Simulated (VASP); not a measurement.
Crystal: SrO.

```
Sr O
1.0
     0.00000    2.57989    2.57989
     2.57989    0.00000    2.57989
     2.57989    2.57989    0.00000
Sr O
1 1
Direct
  0.00000 0.00000 0.00000
  0.50000 0.50000 0.50000
```

Base run:

* Program: VASP 6.6.1
* Functional: r2SCAN
* Potentials or basis: VASP PAW PBE potentials, release 64 (Sr_sv, O)
* Cutoff: 520 eV
* k mesh: 6 × 6 × 6
* Occupations: gaussian, width 0.01 eV
* Spin: no spin polarisation

Its results: band gap on the k mesh 3.75 eV, indirect (least direct gap 3.84 eV); pressure 0.5 GPa.

The run is repeated on the same cell with these changes: functional from r2SCAN to PBE. What comes out?

Band gap on the k mesh 3.27 eV, indirect (least direct gap 3.37 eV); pressure 2.4 GPa.

r2SCAN gives the wider gap, since meta-GGAs in the generalised Kohn-Sham scheme recover part of the derivative discontinuity.

Caveats: the PAW data sets were made with another functional, which shifts forces and pressure a little (some runs).

A k mesh can miss the band edges.
